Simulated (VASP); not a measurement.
# Fe2O3 (R-3c) in VASP: relaxation of shape and atoms at fixed volume with PBE+U

Aim: the relaxation of shape and atoms at fixed volume of Fe2O3 with PBE+U.

Program: VASP 6.6.1. These are calculated values, not measurements. Logs are shortened: lines on timing, memory, paths and dates and some standing lists are left out, and cuts for length are marked.

**1. The cell of the first run**

Symmetry: R-3c, No. 167, trigonal system. The conventional cell has a = 5.227 Å, b = 5.227 Å, c = 13.952 Å, α = 90.00°, β = 90.00°, γ = 120.00°. Fe (site symmetry 3) has 6 O at 2.01 to 2.16 Å within 2.7 Å. Within 3.0 Å of O (site symmetry 2) lie 4 Fe at 2.01 to 2.16 Å and 8 O at 2.74 to 2.96 Å.

**2. Relaxation of shape and atoms at fixed volume, PBE+U, collinear spin, ferromagnetic start (11.00 Å³/atom)**

Contents of INCAR:

```
SYSTEM = Fe2O3
  PREC = Accurate
  ENCUT = 600
  EDIFF = 1E-7
  ISMEAR = 0
  SIGMA = 0.05
  LREAL = .False.
  LASPH = .True.
  NELM = 200
  ALGO = Normal
  ISIF = 4
  LWAVE = .False.
  LCHARG = .False.
  ISPIN = 2
  MAGMOM = 4.36 4.36 4.36 4.36 0.44 0.44 0.44 0.44 0.44 0.44
  LORBIT = 11
  LMAXMIX = 4
  LDAU = .True.
  LDAUTYPE = 2
  LDAUL = 2 -1
  LDAUU = 4 0
  LDAUJ = 0 0
  LDAUPRINT = 1
  GGA = PE
  IBRION = 2
  NSW = 60
  EDIFFG = -0.04
  GGA_COMPAT = .False.
  NELMIN = 4
```

Contents of KPOINTS:

```
regular mesh
0
Gamma
  4 4 4
  0 0 0
```

Contents of POSCAR:

```
Fe2O3
1.0
    2.6132953141      1.5087867530      4.6505893146
   -2.6132953141      1.5087867530      4.6505893146
    0.0000000000     -3.0175735061      4.6505893146
Fe O
4 6
Direct
    0.3557404005      0.3557404005      0.3557404005
    0.1442595995      0.1442595995      0.1442595995
    0.6442595995      0.6442595995      0.6442595995
    0.8557404005      0.8557404005      0.8557404005
    0.5530649106      0.9469350894      0.2500000000
    0.2500000000      0.5530649106      0.9469350894
    0.9469350894      0.2500000000      0.5530649106
    0.4469350894      0.0530649106      0.7500000000
    0.7500000000      0.4469350894      0.0530649106
    0.0530649106      0.7500000000      0.4469350894
```

Potentials or basis: VASP PAW PBE potentials, release 64 (Fe, O).

The run is started by

```bash
$ cat potpaw_PBE.64/Fe/POTCAR potpaw_PBE.64/O/POTCAR > POTCAR
$ mpirun -np 1 vasp_std > vasp.out
```

OUTCAR:

```text
SYSTEM = Fe2O3
   PREC = Accurate
   ENCUT = 600
   EDIFF = 1E-7
   ISMEAR = 0
   LREAL = .False.
   LASPH = .True.
   NELM = 200
   ISIF = 4
   ISPIN = 2
   LORBIT = 11
   GGA = PE
   IBRION = 2
   NSW = 60
   EDIFFG = -0.04
   NELMIN = 4

 ion  position               nearest neighbor table
   1  0.356  0.356  0.356-   9 2.01   8 2.01  10 2.01   7 2.16   6 2.16   5 2.16   2 2.95   3 3.08
                             3 3.08   3 3.08
   2  0.144  0.144  0.144-  10 2.01   8 2.01   9 2.01   6 2.16   7 2.16   5 2.16   1 2.95   4 3.08
                             4 3.08   4 3.08
   3  0.644  0.644  0.644-   6 2.01   5 2.01   7 2.01  10 2.16   9 2.16   8 2.16   4 2.95   1 3.08
                             1 3.08   1 3.08
   4  0.856  0.856  0.856-   7 2.01   5 2.01   6 2.01   9 2.16  10 2.16   8 2.16   3 2.95   2 3.08
                             2 3.08   2 3.08
   5  0.553  0.947  0.250-   3 2.01   4 2.01   1 2.16   2 2.16
   6  0.250  0.553  0.947-   3 2.01   4 2.01   2 2.16   1 2.16
   7  0.947  0.250  0.553-   4 2.01   3 2.01   1 2.16   2 2.16
   8  0.447  0.053  0.750-   1 2.01   2 2.01   3 2.16   4 2.16
   9  0.750  0.447  0.053-   1 2.01   2 2.01   4 2.16   3 2.16
  10  0.053  0.750  0.447-   2 2.01   1 2.01   3 2.16   4 2.16

  LATTYP: Found a trigonal (rhomboedric) cell.
 ALAT       =     5.5438011182
 COS(alpha) =     0.5555819478

  Lattice vectors:

 A1 = (   2.6132953141,   1.5087867530,   4.6505893146)
 A2 = (  -2.6132953141,   1.5087867530,   4.6505893146)
 A3 = (   0.0000000000,  -3.0175735061,   4.6505893146)

Analysis of symmetry for initial positions (statically):
=====================================================================
 Subroutine PRICEL returns:
 Original cell was already a primitive cell.

 Routine SETGRP: Setting up the symmetry group for a
 trigonal (rhombohedral) supercell.

 Subroutine GETGRP returns: Found 12 space group operations
 (whereof  6 operations were pure point group operations)
 out of a pool of 12 trial point group operations.

The static configuration has the point symmetry S_6 .
 The point group associated with its full space group is D_3d.

Analysis of symmetry for dynamics (positions and initial velocities):
=====================================================================
 Subroutine PRICEL returns:
 Original cell was already a primitive cell.

 Routine SETGRP: Setting up the symmetry group for a
 trigonal (rhombohedral) supercell.

 Subroutine GETGRP returns: Found 12 space group operations
 (whereof  6 operations were pure point group operations)
 out of a pool of 12 trial point group operations.

The dynamic configuration has the point symmetry S_6 .
 The point group associated with its full space group is D_3d.
[... 171 lines left out ...]

  energy without entropy =      -67.42959616  energy(sigma->0) =      -67.42959616

------------------------ aborting loop because EDIFF is reached ----------------------------------------

  FORCE on cell =-STRESS in cart. coord.  units (eV):
  Direction    XX          YY          ZZ          XY          YZ          ZX
  --------------------------------------------------------------------------------------
  -------------------------------------------------------------------------------------
  Total       -6.1552055     -6.1552055     -4.3413758      0.0000000      0.0000000      0.0000000
  in kB      -89.6349848    -89.6349848    -63.2211472      0.0000000      0.0000000      0.0000000
  external PRESSURE =     -80.8303723 kB  Pullay stress =       0.0000000 kB
[... 295 lines left out ...]
--------------------------------------- Ionic step        5  -------------------------------------------

 number of electron      67.9999995 magnetization      19.9999995

 Free energy of the ion-electron system (eV)
  ---------------------------------------------------
  ext. energy  EPLUGINS =         0.00000000
  ---------------------------------------------------
  free energy    TOTEN  =       -67.45513542 eV

  energy without entropy =      -67.45513542  energy(sigma->0) =      -67.45513542

 E-fermi :   3.1767     XC(G=0): -11.1204

 val. band max:        2.8771333161   @ k =   0.0000   0.0000   0.0000
 cond. band min:       4.0966506362   @ k =  -0.2500   0.2500   0.0000
 fundamental gap:      1.2195173201
 Fermi energy:         3.1766879028

 spin component 1

 k-point     1 :       0.0000    0.0000    0.0000
  band No.  band energies     occupation
      1     -15.5953      1.00000
      2     -14.3252      1.00000
      3     -14.3252      1.00000
      4     -14.2804      1.00000
      5     -14.2382      1.00000
      6     -14.2382      1.00000
[... 626 lines left out ...]
     45       9.3370      0.00000
     46       9.3370      0.00000
 Fermi energy:         3.1766879028

 spin component 2

 k-point     1 :       0.0000    0.0000    0.0000
  band No.  band energies     occupation
      1     -14.9191      1.00000
      2     -13.5532      1.00000
      3     -13.4478      1.00000
      4     -13.4478      1.00000
      5     -13.4057      1.00000
      6     -13.4057      1.00000
[... 626 lines left out ...]
     45      10.3240      0.00000
     46      10.3240      0.00000
 [bands above 46 left out]

------------------------ aborting loop because EDIFF is reached ----------------------------------------

  FORCE on cell =-STRESS in cart. coord.  units (eV):
  Direction    XX          YY          ZZ          XY          YZ          ZX
  --------------------------------------------------------------------------------------
  -------------------------------------------------------------------------------------
  Total       -5.3247666     -5.3247666     -5.4432115      0.0000000      0.0000000     -0.0000000
  in kB      -77.5417449    -77.5417449    -79.2665942      0.0000000      0.0000000     -0.0000000
  external PRESSURE =     -78.1166946 kB  Pullay stress =       0.0000000 kB
[... 25 lines left out ...]
  FREE ENERGIE OF THE ION-ELECTRON SYSTEM (eV)
  ---------------------------------------------------
  free  energy   TOTEN  =       -67.4551354178 eV

  energy  without entropy=      -67.4551354178  energy(sigma->0) =      -67.45513542

 reached required accuracy - stopping structural energy minimisation

 total charge

# of ion       s       p       d       tot
------------------------------------------
    1        0.353   0.475   5.733   6.561
    2        0.353   0.475   5.733   6.561
    3        0.353   0.475   5.733   6.561
    4        0.353   0.475   5.733   6.561
    5        1.554   3.446   0.000   5.000
    6        1.554   3.446   0.000   5.000
    7        1.554   3.446   0.000   5.000
    8        1.554   3.446   0.000   5.000
    9        1.554   3.446   0.000   5.000
   10        1.554   3.446   0.000   5.000
--------------------------------------------------
tot         10.739  22.575  22.932  56.246

 magnetization (x)

# of ion       s       p       d       tot
------------------------------------------
    1        0.026   0.038   4.254   4.318
    2        0.026   0.038   4.254   4.318
    3        0.026   0.038   4.254   4.318
    4        0.026   0.038   4.254   4.318
    5        0.020   0.353   0.000   0.373
    6        0.020   0.353   0.000   0.373
    7        0.020   0.353   0.000   0.373
    8        0.020   0.353   0.000   0.373
    9        0.020   0.353   0.000   0.373
   10        0.020   0.353   0.000   0.373
--------------------------------------------------
tot          0.228   2.267  17.017  19.512
```

Wall time 31 min (1 thread of Intel Xeon 8259CL, shared host); peak memory 0.47 GiB.

What came out:

```
Free energy                                           : -67.4551 eV
Energy gained by relaxing                             : 2.6 meV/atom
Ionic steps                                           : 5
Pressure after relaxing                               : -7.8 GPa
Largest force after relaxing                          : 0.017 eV/Å
Band gap on the k mesh                                : 1.22 eV (least direct gap 1.40 eV)
Net moment                                            : 20.00 μB per cell
Site moments                                          : Fe +4.32; O +0.37 μB
Valence electrons inside the program's atomic spheres : Fe 6.56; O 5.00
```

Forces on the atoms (eV/Å):
```
Fe   0.000  0.000 -0.017
Fe   0.000  0.000  0.017
Fe   0.000  0.000  0.017
Fe   0.000  0.000 -0.017
O    0.005  0.000  0.000
O   -0.002  0.004  0.000
O   -0.002 -0.004  0.000
O   -0.005  0.000  0.000
O    0.002 -0.004  0.000
O    0.002  0.004  0.000
```

Stress tensor (GPa, compression positive):
```
-7.75  0.00  0.00
 0.00 -7.75  0.00
 0.00  0.00 -7.93
```

Step by step:
```
step  energy change (eV)  largest force (eV/Å)  pressure (GPa)  volume (Å³)
   1              0.0000                0.2012           -8.08       110.02
   2             -0.0152                0.1477           -7.97       110.02
   3             -0.0240                0.0717           -7.80       110.02
   4             -0.0240                0.0660           -7.80       110.02
   5             -0.0255                0.0169           -7.81       110.02
```

Final structure:
```
CELL_PARAMETERS angstrom
2.59589 1.49874 4.71316
-2.59589 1.49874 4.71316
0.00000 -2.99748 4.71316
ATOMIC_POSITIONS crystal
Fe 0.35361 0.35361 0.35361
Fe 0.14639 0.14639 0.14639
Fe 0.64639 0.64639 0.64639
Fe 0.85361 0.85361 0.85361
O 0.55440 0.94560 0.25000
O 0.25000 0.55440 0.94560
O 0.94560 0.25000 0.55440
O 0.44560 0.05440 0.75000
O 0.75000 0.44560 0.05440
O 0.05440 0.75000 0.44560
```

Eigenvalues of the final occupation matrices:
```csv
site,spin,trace,eigenvalues
site 1 d,1,5.01,0.98 0.98 0.98 1.04 1.04
site 1 d,2,0.75,0.06 0.06 0.08 0.27 0.27
site 2 d,1,5.01,0.98 0.98 0.98 1.04 1.04
site 2 d,2,0.75,0.06 0.06 0.08 0.27 0.27
site 3 d,1,5.01,0.98 0.98 0.98 1.04 1.04
site 3 d,2,0.75,0.06 0.06 0.08 0.27 0.27
site 4 d,1,5.01,0.98 0.98 0.98 1.04 1.04
site 4 d,2,0.75,0.06 0.06 0.08 0.27 0.27
```

Caveat: only a ferromagnetic start was run, and an antiferromagnetic order may lie lower in energy. A k mesh can miss the band edges.
